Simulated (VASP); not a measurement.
# CuO (P4/nmm) in VASP: further runs

Runs on CuO. Level: r2SCAN. Tasks: single point.

All numbers are computed with VASP 6.6.1; they aren't measurements. Logs are shortened: lines on timing, memory, paths and dates and some standing lists are left out, and cuts for length are marked.

## Step 1: The cell of the first run

It takes space group P4/nmm (No. 129, tetragonal). The conventional cell has a = 3.154 Å, b = 3.154 Å, c = 4.618 Å, α = 90.00°, β = 90.00°, γ = 90.00°. Cu (site symmetry -4m2) has 4 O at 2.00 Å and 4 Cu at 2.23 Å within 2.7 Å. Within 2.7 Å of O (site symmetry 4mm) lie 4 Cu at 2.00 Å.

## Step 2: Single point, r2SCAN

POSCAR

```
CuO
1.0
    3.1541828075      0.0000000000      0.0000000000
    0.0000000000      3.1541828075      0.0000000000
    0.0000000000      0.0000000000      4.6183260179
Cu O
2 2
Direct
    0.0000000000      0.0000000000      0.0000000000
    0.5000000000      0.5000000000      0.0000000000
    0.5000000000      0.0000000000      0.2670000000
    0.0000000000      0.5000000000      0.7330000000
```

INCAR.step1

```
SYSTEM = CuO
PREC = Accurate
ENCUT = 520
ISMEAR = -1
SIGMA = 0.05
LREAL = .FALSE.
LASPH = .TRUE.
NELM = 80
NBANDS = 25
GGA = PE
ALGO = Normal
EDIFF = 1E-4
LWAVE = .TRUE.
LCHARG = .FALSE.
```

INCAR.step2

```
SYSTEM = CuO
PREC = Accurate
ENCUT = 520
EDIFF = 1E-6
ISMEAR = -1
SIGMA = 0.05
LREAL = .FALSE.
LASPH = .TRUE.
NELM = 80
ALGO = Normal
ISIF = 2
LWAVE = .FALSE.
LCHARG = .FALSE.
METAGGA = R2SCAN
LMIXTAU = .TRUE.
NBANDS = 25
ISTART = 1
```

KPOINTS

```
regular mesh
0
G
  8 8 6
  0 0 0
```

Potentials or basis: VASP PAW PBE potentials, release 64 (Cu, O).

Run with:

```bash
cat potpaw_PBE.64/Cu/POTCAR potpaw_PBE.64/O/POTCAR > POTCAR
cp INCAR.step1 INCAR
mpirun -np 1 vasp_std > vasp.out
cp INCAR.step2 INCAR
mpirun -np 1 vasp_std > vasp.out
```

OUTCAR:

```text
SYSTEM = CuO
   PREC = Accurate
   ENCUT = 520
   EDIFF = 1E-6
   ISMEAR = -1
   LREAL = .FALSE.
   LASPH = .TRUE.
   NELM = 80
   ISIF = 2
   METAGGA = R2SCAN
   ISTART = 1

 ion  position               nearest neighbor table
   1  0.000  0.000  0.000-   3 2.00   4 2.00   4 2.00   3 2.00   2 2.23   2 2.23   2 2.23   2 2.23

   2  0.500  0.500  0.000-   3 2.00   4 2.00   3 2.00   4 2.00   1 2.23   1 2.23   1 2.23   1 2.23

   3  0.500  0.000  0.267-   1 2.00   2 2.00   2 2.00   1 2.00
   4  0.000  0.500  0.733-   1 2.00   2 2.00   1 2.00   2 2.00

  LATTYP: Found a simple tetragonal cell.
 ALAT       =     3.1541828075
 C/A-ratio  =     1.4641909806

  Lattice vectors:

 A1 = (   3.1541828075,   0.0000000000,   0.0000000000)
 A2 = (   0.0000000000,   3.1541828075,   0.0000000000)
 A3 = (   0.0000000000,   0.0000000000,   4.6183260179)

Analysis of symmetry for initial positions (statically):
=====================================================================
 Subroutine PRICEL returns:
 Original cell was already a primitive cell.

 Routine SETGRP: Setting up the symmetry group for a
 simple tetragonal supercell.

 Subroutine GETGRP returns: Found 16 space group operations
 (whereof  8 operations were pure point group operations)
 out of a pool of 16 trial point group operations.

The static configuration has the point symmetry D_2d.
 The point group associated with its full space group is D_4h.

Analysis of symmetry for dynamics (positions and initial velocities):
=====================================================================
 Subroutine PRICEL returns:
 Original cell was already a primitive cell.

 Routine SETGRP: Setting up the symmetry group for a
 simple tetragonal supercell.

 Subroutine GETGRP returns: Found 16 space group operations
 (whereof  8 operations were pure point group operations)
 out of a pool of 16 trial point group operations.

The dynamic configuration has the point symmetry D_2d.
 The point group associated with its full space group is D_4h.

 Subroutine INISYM returns: Found 16 space group operations
 (whereof  8 operations are pure point group operations),
 and found     1 'primitive' translations

----------------------------------------------------------------------------------------

                                     Primitive cell

  volume of cell :      45.9471

  direct lattice vectors                    reciprocal lattice vectors
     3.154182807  0.000000000  0.000000000     0.317039329  0.000000000  0.000000000
     0.000000000  3.154182807  0.000000000     0.000000000  0.317039329  0.000000000
     0.000000000  0.000000000  4.618326018     0.000000000  0.000000000  0.216528672

  length of vectors
     3.154182807  3.154182807  4.618326018     0.317039329  0.317039329  0.216528672

  position of ions in fractional coordinates (direct lattice)
     0.000000000  0.000000000  0.000000000
     0.500000000  0.500000000  0.000000000
     0.500000000  0.000000000  0.267000000
     0.000000000  0.500000000  0.733000000

  ion indices of the primitive-cell ions
   primitive index   ion index
                 1           1
                 2           2
                 3           3
                 4           4

----------------------------------------------------------------------------------------

 KPOINTS: regular mesh

Automatic generation of k-mesh.
 Grid dimensions read from file:
 generate k-points for:    8    8    6

 Generating k-lattice:

  Cartesian coordinates                     Fractional coordinates (reciprocal lattice)
     0.039629916  0.000000000  0.000000000     0.125000000  0.000000000  0.000000000
     0.000000000  0.039629916  0.000000000     0.000000000  0.125000000  0.000000000
     0.000000000  0.000000000  0.036088112     0.000000000  0.000000000  0.166666667

  Length of vectors
     0.039629916  0.039629916  0.036088112

  Shift w.r.t. Gamma in fractional coordinates (k-lattice)
     0.000000000  0.000000000  0.000000000

 Subroutine IBZKPT returns following result:
 ===========================================

 Found     60 irreducible k-points:

 Following reciprocal coordinates:
            Coordinates               Weight
  0.000000  0.000000  0.000000      1.000000
  0.125000  0.000000  0.000000      4.000000
  0.250000  0.000000  0.000000      4.000000
  0.375000  0.000000  0.000000      4.000000
  0.500000  0.000000  0.000000      2.000000
  0.125000  0.125000  0.000000      4.000000
[... 16 lines left out ...]
  0.375000  0.125000  0.166667     16.000000
  0.500000  0.125000  0.166667      8.000000
 [... further k-points ...]
   k-points           NKPTS =     60   k-points in BZ     NKDIM =     60   number of bands    NBANDS=     25
   number of dos      NEDOS =    301   number of ions     NIONS =      4
   total plane-waves  NPLWV =  20736
   dimension x,y,z NGX =    24 NGY =   24 NGZ =   36
   dimension x,y,z NGXF=    48 NGYF=   48 NGZF=   72
   ions per type =               2   2
   NGX,Y,Z   is equivalent  to a cutoff of  12.65, 12.65, 12.96 a.u.
   NGXF,Y,Z  is equivalent  to a cutoff of  25.30, 25.30, 25.92 a.u.
 SYSTEM =  CuO
   PREC   = accura    normal or accurate (medium, high low for compatibility)
   ISTART =      1    job   : 0-new  1-cont  2-samecut
   ICHARG =      0    charge: 1-file 2-atom 10-const
   ISPIN  =      1    spin polarized calculation?
   LNONCOLLINEAR =      F non collinear calculations
   LSORBIT =      F    spin-orbit coupling
   LASPH  =      T    aspherical Exc in radial PAW
   ENCUT  =  520.0 eV  38.22 Ry    6.18 a.u.   5.86  5.86  8.59*2*pi/ulx,y,z
   NELM   =     80;   NELMIN=  2; NELMDL=  0     # of ELM steps
   EDIFF  = 0.1E-05   stopping-criterion for ELM
   LREAL  =      F    real-space projection
   EDIFFG = 0.1E-04   stopping-criterion for IOM
   NSW    =      0    number of steps for IOM
   IBRION =     -1    ionic relax: 0-MD 1-quasi-New 2-CG
   NFREE  =      0    steps in history (QN), initial steepest desc. (CG)
   ISIF   =      2    stress and relaxation
   ISYM   =      2    0-nonsym 1-usesym 2-fastsym
   POTIM  = 0.5000    time-step for ionic-motion
   TEBEG  =    0.0;   TEEND  =   0.0 temperature during run
   PSTRESS=    0.0 pullay stress
   NELECT =      34.0000    total number of electrons
   NUPDOWN=      -1.0000    fix difference up-down
   EMIN   =  10.00;   EMAX   =-10.00  energy-range for DOS
   EFERMI =   0.00;   METHOD = LEGACY
   ISMEAR =    -1;   SIGMA  =   0.05  broadening in eV -4-tet -1-fermi 0-gaus
   EFERMI_NEDOS =   21; number of points for ismear=-14 and -15
   IALGO  =     38    algorithm
   IMIX   =      4    mixing-type and parameters
     AMIX     =   0.40;   BMIX     =  1.00
     AMIX_MAG =   1.60;   BMIX_MAG =  1.00
  volume/ion in A,a.u.               =      11.49        77.52
  Fermi-wavevector in a.u.,A,eV,Ry     =   1.480750  2.798211 29.832408  2.192620
  Thomas-Fermi vector in A             =   2.594745
   LORBIT       =      0    0 simple, 1 ext, 2 COOP (PROOUT), +10 PAW based schemes
   METAGGA = R2SCAN    functional components
   LHFCALC =     F    Hartree Fock is set to
   AEXX    =    0.0000 exact exchange contribution
   IVDW    =     0    specifies the selected vdW correction
   LEPSILON=     F    determine dielectric tensor
   LRPA    =     F    only Hartree local field effects (RPA)
 non-spin polarized calculation
  energy-cutoff  :      520.00
  volume of cell :       45.95
 maximum number of plane-waves:      1264
 NGX is ok and might be reduce to    24
   NGX = 11   NGY = 11   NGZ = 17

 number of electron      34.0000019 magnetization

 Free energy of the ion-electron system (eV)
  ---------------------------------------------------
  ext. energy  EPLUGINS =         0.00000000
  ---------------------------------------------------
  free energy    TOTEN  =       -32.49103136 eV

  energy without entropy =      -32.43972593  energy(sigma->0) =      -32.46537864

 E-fermi :   3.0006     XC(G=0): -11.5672

 val. band max:        2.9667648527   @ k =   0.3750   0.2500   0.3333
 cond. band min:       3.0032627563   @ k =   0.5000   0.0000   0.0000
 fundamental gap:      0.0364979035
 Fermi energy:         3.0005503756

 k-point     1 :       0.0000    0.0000    0.0000
  band No.  band energies     occupation
      1     -16.7086      2.00000
      2     -15.9031      2.00000
      3      -3.6540      2.00000
      4      -2.7034      2.00000
      5      -2.1680      2.00000
      6      -2.1680      2.00000
[... 17 lines left out ...]
     24      16.1204      0.00000
     25      19.0323      0.00000

 k-point     2 :       0.1250    0.0000    0.0000
  band No.  band energies     occupation
      1     -16.6450      2.00000
      2     -15.8997      2.00000
      3      -3.4970      2.00000
      4      -2.5882      2.00000
      5      -2.2649      2.00000
      6      -2.1696      2.00000
[... 17 lines left out ...]
     24      16.9978      0.00000
     25      18.8251      0.00000

 k-point     3 :       0.2500    0.0000    0.0000
  band No.  band energies     occupation
      1     -16.4767      2.00000
      2     -15.9035      2.00000
      3      -3.0708      2.00000
      4      -2.4367      2.00000
      5      -2.2834      2.00000
      6      -2.1016      2.00000
[... 17 lines left out ...]
     24      17.7885      0.00000
     25      17.9902      0.00000

 k-point     4 :       0.3750    0.0000    0.0000
  band No.  band energies     occupation
      1     -16.2619      2.00000
      2     -15.9499      2.00000
      3      -2.6572      2.00000
      4      -2.3157      2.00000
      5      -1.9522      2.00000
      6      -1.9225      2.00000
[... 17 lines left out ...]
     24      17.1640      0.00000
     25      17.6473      0.00000

 k-point     5 :       0.5000    0.0000    0.0000
  band No.  band energies     occupation
      1     -16.0704      2.00000
      2     -16.0704      2.00000
      3      -2.3939      2.00000
      4      -2.3939      2.00000
      5      -1.9079      2.00000
      6      -1.9079      2.00000
[... 17 lines left out ...]
     24      16.8947      0.00000
     25      18.5400      0.00000

 k-point     6 :       0.1250    0.1250    0.0000
  band No.  band energies     occupation
      1     -16.5842      2.00000
      2     -15.8942      2.00000
      3      -3.3592      2.00000
      4      -2.4719      2.00000
      5      -2.4564      2.00000
      6      -1.9988      2.00000
[... 17 lines left out ...]
     24      17.7021      0.00000
     25      18.8405      0.00000
[... 393 lines left out ...]
 k-point    21 :       0.1250    0.1250    0.1667
  band No.  band energies     occupation
      1     -16.5457      2.00000
      2     -15.9345      2.00000
      3      -3.3480      2.00000
      4      -2.6681      2.00000
      5      -2.3284      2.00000
      6      -2.0403      2.00000
[... 17 lines left out ...]
     24      17.3463      0.00000
     25      19.1532      0.00000

 k-point    22 :       0.2500    0.1250    0.1667
  band No.  band energies     occupation
      1     -16.3924      2.00000
      2     -15.9230      2.00000
      3      -3.0903      2.00000
      4      -2.5984      2.00000
      5      -2.1265      2.00000
      6      -1.9086      2.00000
[... 17 lines left out ...]
     24      17.1113      0.00000
     25      19.2084      0.00000

 k-point    23 :       0.3750    0.1250    0.1667
  band No.  band energies     occupation
      1     -16.2009      2.00000
      2     -15.9459      2.00000
      3      -2.9281      2.00000
      4      -2.3495      2.00000
      5      -1.9622      2.00000
      6      -1.8227      2.00000
[... 17 lines left out ...]
     24      17.2664      0.00000
     25      18.2744      0.00000

 k-point    24 :       0.5000    0.1250    0.1667
  band No.  band energies     occupation
      1     -16.0378      2.00000
      2     -16.0378      2.00000
      3      -2.6612      2.00000
      4      -2.6612      2.00000
      5      -1.7791      2.00000
      6      -1.7791      2.00000
[... 17 lines left out ...]
     24      16.9757      0.00000
     25      18.4518      0.00000

 [... further k-points ...]
[... 5 lines left out ...]
  --------------------------------------------------------------------------------------
  -------------------------------------------------------------------------------------
  Total        8.3231683      8.3231683     -3.6674701      0.0000000      0.0000000      0.0000000
  in kB      290.2290984    290.2290984   -127.8847787      0.0000000      0.0000000      0.0000000
  external PRESSURE =     150.8578060 kB  Pullay stress =       0.0000000 kB

 VOLUME and BASIS-vectors are now :
 -----------------------------------------------------------------------------
  energy-cutoff  :      520.00
  volume of cell :       45.95
      direct lattice vectors                 reciprocal lattice vectors
     3.154182807  0.000000000  0.000000000     0.317039329  0.000000000  0.000000000
     0.000000000  3.154182807  0.000000000     0.000000000  0.317039329  0.000000000
     0.000000000  0.000000000  4.618326018     0.000000000  0.000000000  0.216528672

 POSITION                                       TOTAL-FORCE (eV/Angst)
 -----------------------------------------------------------------------------------
      0.00000      0.00000      0.00000         0.000000     -0.000000      0.000000
      1.57709      1.57709      0.00000         0.000000      0.000000      0.000000
      1.57709      0.00000      1.23309        -0.000000     -0.000000     -1.106427
      0.00000      1.57709      3.38523         0.000000     -0.000000      1.106427
 -----------------------------------------------------------------------------------
    total drift:                                0.000000     -0.000000     -0.000000

  FREE ENERGIE OF THE ION-ELECTRON SYSTEM (eV)
  ---------------------------------------------------
  free  energy   TOTEN  =       -32.4910313562 eV

  energy  without entropy=      -32.4397259316  energy(sigma->0) =      -32.46537864
```

Wall time 3.4 min (1 thread of Intel Xeon 8259CL, shared host); peak memory 0.2 GiB.

Results:

- Free energy: -32.4910 eV
- Pressure: 15.1 GPa
- Largest force: 1.106 eV/Å
- Band gap on the k mesh: zero (bands 17 and 18 overlap by 0.96 eV)

Forces in eV/Å, atoms in the order of the input:
```
Cu   0.000  0.000  0.000
Cu   0.000  0.000  0.000
O    0.000  0.000 -1.106
O    0.000  0.000  1.106
```

Caveat: the stress differs along the axes, from -13 to 29 GPa; the PAW data sets were made with another functional, which shifts forces and pressure a little; semilocal functionals often make such compounds metallic where correlation or magnetic order opens a gap, which also shifts bond lengths. With open d or f shells a metallic result of r2SCAN can be an artefact of self-interaction; +U or a hybrid may open a gap.

(Part 1 of 2 ends here.)

The gap in the log of VASP goes by the Fermi energy; the results here count the filled bands.